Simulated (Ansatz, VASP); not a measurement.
**One calculation of BaTiO3, two programs**

```
CELL_PARAMETERS angstrom
3.98040 0.00000 0.00000
0.00000 3.98040 0.00000
0.00000 0.00000 3.98040
ATOMIC_POSITIONS crystal
Ba 0.50000 0.50000 0.50000
Ti 0.00000 0.00000 0.00000
O 0.50000 0.00000 0.00000
O 0.00000 0.50000 0.00000
O 0.00000 0.00000 0.50000
```

Change from the starting cell: volume scaled by 0.98, crystal datasets.

Alike in both runs: task electric field gradients; functional PBE; k mesh 8 × 8 × 8; occupations fermi-dirac, width 0.05 eV; no spin polarisation.

|  | VASP | Ansatz |
| --- | --- | --- |
| version | VASP 6.6.1 | Ansatz 0.2.0 |
| potentials or method | VASP PAW PBE potentials, release 64 (Ba_sv, Ti_sv, O), cutoff 520 eV | all-electron PAW with datasets made for the crystal, scalar-relativistic |

```tsv
	VASP	Ansatz	Ansatz less VASP
gap on the k mesh at the Fermi level (eV)	1.78	1.84	+0.062
pressure (GPa)	7.0	5.1	-1.89
size of Vzz on the site where it differs most (V/Å²)	23.4	23.4	-0.03
```

Ansatz ran all-electron here, and VASP with PAW potentials.

Spin-orbit coupling is off throughout.
